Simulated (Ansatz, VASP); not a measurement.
As: VASP beside Ansatz

POSCAR

```
As
1.0
    1.8681737204      1.0785906003      3.4904769752
   -1.8681737204      1.0785906003      3.4904769752
    0.0000000000     -2.1571812007      3.4904769752
As
2
Direct
    0.2260000000      0.2260000000      0.2260000000
    0.7740000000      0.7740000000      0.7740000000
```

The input INCAR.step1:

```
ALGO     = Normal         # electronic algorithm
EDIFF    = 1E-5           # SCF threshold, eV
ENCUT    = 520            # plane-wave cutoff, eV
GGA      = PE             # functional
ISIF     = 2              # what is computed and relaxed
ISMEAR   = -1             # smearing method
LASPH    = True           # aspherical terms in the spheres
LCHARG   = False          # write CHGCAR
LREAL    = False          # projectors in reciprocal space
LWAVE    = True           # write WAVECAR
NBANDS   = 12             # bands
NELM     = 60             # most SCF steps
PREC     = Accurate       # precision mode
SIGMA    = 0.05           # smearing width, eV
```

INCAR.step2

```
ALGO     = Normal         # electronic algorithm
EDIFF    = 1E-6           # SCF threshold, eV
ENCUT    = 520            # plane-wave cutoff, eV
GGA      = PE             # functional
HFSCREEN = 0.2079         # screening, 1/A
ISIF     = 2              # what is computed and relaxed
ISMEAR   = -1             # smearing method
ISTART   = 1            
LASPH    = True           # aspherical terms in the spheres
LCHARG   = False          # write CHGCAR
LHFCALC  = True           # exact exchange
LREAL    = False          # projectors in reciprocal space
LWAVE    = False          # write WAVECAR
NBANDS   = 12             # bands
NELM     = 60             # most SCF steps
PREC     = Accurate       # precision mode
PRECFOCK = Normal       
SIGMA    = 0.05           # smearing width, eV
```

KPOINTS

```
k-points
0
Gamma
  6 6 6
```

Contents of input:

```
crystal:
  lattice:
    - [1.8681737204, 1.0785906003, 3.4904769752]
    - [-1.8681737204, 1.0785906003, 3.4904769752]
    - [0.0, -2.1571812007, 3.4904769752]
  atoms:
    - { symbol: As, position: [0.226, 0.226, 0.226] }
    - { symbol: As, position: [0.774, 0.774, 0.774] }
hamiltonian:
  xc: hse06
  pseudopotentials: { kind: paw }
kpoints:
  mp_grid: { grid: [6, 6, 6] }
scf:
  occupations: { method: fermi_dirac, width: 0.05 }
output:
  forces: true
  stress: true
  eigenvalues: true
```

Alike in both runs: task single point; functional HSE06; k mesh 6 × 6 × 6; occupations fermi-dirac, width 0.05 eV; no spin polarisation.

|  | VASP | Ansatz |
| --- | --- | --- |
| version | VASP 6.6.1 | Ansatz 0.2.0 |
| potentials or method | VASP PAW PBE potentials, release 64 (As) | Ansatz PAW |
| plane-wave cutoff (eV) | 520 | 420 |
| valence electrons in the cell | 10 | 30 |

VASP gave:

| Quantity | Value |
| --- | --- |
| gap on the k mesh at the Fermi level (eV) | none |
| pressure (GPa) | 2.2 |
| traceless stress, the component that is largest in VASP (GPa) | -0.33 |
| rms of the force components (eV/Å) | 0.107 |

Q: Which values does Ansatz return?

A: gap on the k mesh at the Fermi level (eV): none; pressure (GPa): 2.5; traceless stress, the component that is largest in VASP (GPa): -0.41; rms of the force components (eV/Å): 0.108.

Atom by atom the forces differ by 0.000 eV/Å (rms over components). A gap of «none» marks a metal or a gap that the smearing closes. With one functional, cell and mesh, what is left measures potentials, basis and numerics. VASP's potentials hold 10 valence electrons a cell and Ansatz's 30, so a difference there can come from the potentials and not from the codes.
